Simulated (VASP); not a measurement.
Input of a VASP 6.6.1 run:

The input INCAR:

```
ALGO     = Normal         # electronic algorithm
EDIFF    = 1E-6           # SCF threshold, eV
ENCUT    = 520            # plane-wave cutoff, eV
GGA      = PE             # functional
ISIF     = 2              # what is computed and relaxed
ISMEAR   = 0              # smearing method
LASPH    = T              # aspherical terms in the spheres
LCHARG   = F              # write CHGCAR
LREAL    = F              # projectors in reciprocal space
LWAVE    = F              # write WAVECAR
NBANDS   = 29             # bands
NELM     = 60             # most SCF steps
PREC     = Accurate       # precision mode
SIGMA    = 0.1            # smearing width, eV
```

Contents of KPOINTS:

```
k-points
0
Gamma
  6 6 10
```

Contents of POSCAR:

```
Si3F
1.0
    5.9182949371      0.0000000000      0.0000000000
   -2.9591474685      5.1253937626      0.0000000000
    0.0000000000      0.0000000000      3.7467120462
Si F
6 2
Direct
    0.3628921928      0.1814460964      0.2500000000
    0.1814460964      0.3628921928      0.7500000000
    0.8185539036      0.1814460964      0.2500000000
    0.6371078072      0.8185539036      0.7500000000
    0.8185539036      0.6371078072      0.2500000000
    0.1814460964      0.8185539036      0.7500000000
    0.3333333333      0.6666666667      0.2500000000
    0.6666666667      0.3333333333      0.7500000000
```

Potentials or basis: VASP PAW PBE potentials, release 64 (Si, F).

Command:

```console
$ cat potpaw_PBE.64/Si/POTCAR potpaw_PBE.64/F/POTCAR > POTCAR
$ mpirun -np 1 vasp_std > vasp.out
```

Question: Predict the pressure.

Answer: -0.1 GPa.

Question: Predict the band gap on the k mesh.

Answer: Zero (bands 19 and 20 overlap by 2.26 eV).
